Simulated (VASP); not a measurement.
Write the native input for VASP 6.6.1 that does the following.

```yaml
Task: single point
Functional: PBE
Potentials_or_basis: VASP PAW PBE potentials, release 64 (Cd, S)
Cutoff: 520 eV
k_mesh: 4 × 4 × 4
Occupations: gaussian, width 0.01 eV
Spin: no spin polarisation
Dipole_correction: no
Further_INCAR_settings: ALGO = Normal; EDIFF = 1e-06; NBANDS = 16
```

The structure of CdS lies in POSCAR:

```
CdS
1.0
   -0.0367401855      2.9392148416      2.9392148416
    2.9392148416     -0.0367401855      2.9392148416
    2.9024746561      2.9024746561      0.0000000000
Cd S
1 1
Direct
   -0.0027671664     -0.0027671664      0.0027671664
    0.2527671664      0.2527671664      0.2472328336
```

This cell differs from its parent crystal: shear xy strain -2.5%.

These files were run (other wordings do the same):

INCAR

```
SYSTEM = CdS
PREC     = Accurate       ! precision mode
ENCUT    = 520            ! plane-wave cutoff, eV
EDIFF    = 1E-6           ! SCF threshold, eV
ISMEAR   = 0              ! smearing method
SIGMA    = 0.01           ! smearing width, eV
LREAL    = .False.        ! projectors in reciprocal space
LASPH    = .True.         ! aspherical terms in the spheres
NELM     = 80             ! most SCF steps
ALGO     = Normal         ! electronic algorithm
ISIF     = 2              ! what is computed and relaxed
LWAVE    = .False.        ! write WAVECAR
LCHARG   = .False.        ! write CHGCAR
GGA      = PE             ! functional
NBANDS   = 16             ! bands
```

KPOINTS

```
regular mesh
0
Gamma
  4 4 4
  0 0 0
```

Potentials or basis: VASP PAW PBE potentials, release 64 (Cd, S).

Launch:

```sh
$ cat potpaw_PBE.64/Cd/POTCAR potpaw_PBE.64/S/POTCAR > POTCAR
$ mpirun -np 1 vasp_std > vasp.out
```

It gave:

The pressure is 1.8 GPa. The band gap on the k mesh is 1.03 eV, direct.

Caveat: the k points lie up to 0.47 Å⁻¹ apart; the cell differs from its parent crystal (shear xy strain -2.5%).

Run time: 29 s on 1 thread of AMD EPYC 7R13, on a shared host, peak memory 0.15 GiB.
